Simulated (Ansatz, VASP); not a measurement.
Be2Sn: VASP beside Ansatz

The input INCAR:

```
SYSTEM = Be2Sn
ALGO = Normal
EDIFF = 1E-7
ENCUT = 520
GGA = PE
ISIF = 2
ISMEAR = -1
ISPIN = 2
LASPH = .True.
LCHARG = .True.
LELF = .True.
LORBIT = 11
LREAL = .False.
LVHAR = .True.
LWAVE = .False.
MAGMOM = 0 0 0
NBANDS = 20
NELM = 150
PREC = Accurate
SIGMA = 0.02
```

File KPOINTS:

```
k-points
0
Gamma
  6 6 6
  0 0 0
```

Contents of POSCAR:

```
Be2Sn
1.0
    0.0000000000      2.9015655565      2.9015655565
    2.9015655565      0.0000000000      2.9015655565
    2.9015655565      2.9015655565      0.0000000000
Sn Be
1 2
Direct
    0.0000000000      0.0000000000      0.0000000000
    0.2500000000      0.2500000000      0.2500000000
    0.7500000000      0.7500000000      0.7500000000
```

Input for Ansatz:

```yaml
crystal:
  lattice:
    - [0.0, 2.9015655565, 2.9015655565]
    - [2.9015655565, 0.0, 2.9015655565]
    - [2.9015655565, 2.9015655565, 0.0]
  atoms:
    - { symbol: Sn, position: [0.0, 0.0, 0.0] }
    - { symbol: Be, position: [0.25, 0.25, 0.25] }
    - { symbol: Be, position: [0.75, 0.75, 0.75] }
kpoints:
  mp_grid: { grid: [6, 6, 6] }
hamiltonian:
  xc: pbe
scf:
  occupations: { method: fermi_dirac, width: 0.02 }
  n_extra_bands: 4
  max_iter: 57
output:
  forces: true
  stress: true
  eigenvalues: true
magnetization:
  spin_polarized: true
  initial_magnetization: 6.0
```

Alike in both runs: task single point; functional PBE; k mesh 6 × 6 × 6; occupations fermi-dirac, width 0.02 eV; collinear spin.

```csv
,VASP,Ansatz
version,VASP 6.6.1,Ansatz 0.2.0
potentials or method,"VASP PAW PBE potentials, release 64 (Sn_d, Be)",plane waves
plane-wave cutoff (eV),520,420
valence electrons in the cell,18,18
```

```csv
,VASP,Ansatz,Ansatz less VASP
gap on the k mesh at the Fermi level (eV),none,none,-
pressure (GPa),0.3,0.3,+0.02
```

A gap of «none» marks a metal or a gap that the smearing closes. The functional is the same, so the differences come from potentials, cutoffs and numerics. Ansatz's warnings: moment headroom below auto, seeded moment not kept.
